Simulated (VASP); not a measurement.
Write the native input for VASP 6.6.1 that does the following.

| Quantity | Value |
| --- | --- |
| Task | single point |
| Functional | PBEsol |
| Potentials or basis | VASP PAW PBE potentials, release 64 (Li_sv) |
| Cutoff | 520 eV |
| k mesh | 7 × 7 × 7 |
| Occupations | methfessel-paxton, width 0.1 eV |
| Spin | no spin polarisation |
| Dipole correction | no |
| Further INCAR settings | ALGO = Normal; EDIFF = 1e-06; NBANDS = 8 |

The structure of Li lies in POSCAR:

```
Li
1.0
   -2.2731760000      2.2731760000      4.2422110000
    2.2731760000     -2.2731760000      4.2422110000
    2.2731760000      2.2731760000     -4.2422110000
Li
1
Direct
    0.0000000000      0.0000000000      0.0000000000
```

One way to write it, as run:

INCAR

```
SYSTEM = Li
  PREC = Accurate
  ENCUT = 520
  EDIFF = 1E-6
  ISMEAR = 1
  SIGMA = 0.1
  LREAL = .FALSE.
  LASPH = .TRUE.
  NELM = 60
  ALGO = Normal
  ISIF = 2
  LWAVE = .FALSE.
  LCHARG = .TRUE.
  GGA = PS
  LELF = .TRUE.
  LVHAR = .TRUE.
  NBANDS = 8
```

KPOINTS

```
Automatic mesh
0
G
  7 7 7
  0 0 0
```

Potentials or basis: VASP PAW PBE potentials, release 64 (Li_sv).

The run is started by

```sh
$ cat potpaw_PBE.64/Li_sv/POTCAR > POTCAR
$ mpirun -np 1 vasp_std > vasp.out
```

Wall time 57 s on 1 thread of Intel Xeon 6975P-C, with other jobs on the host, peak memory 0.23 GiB.
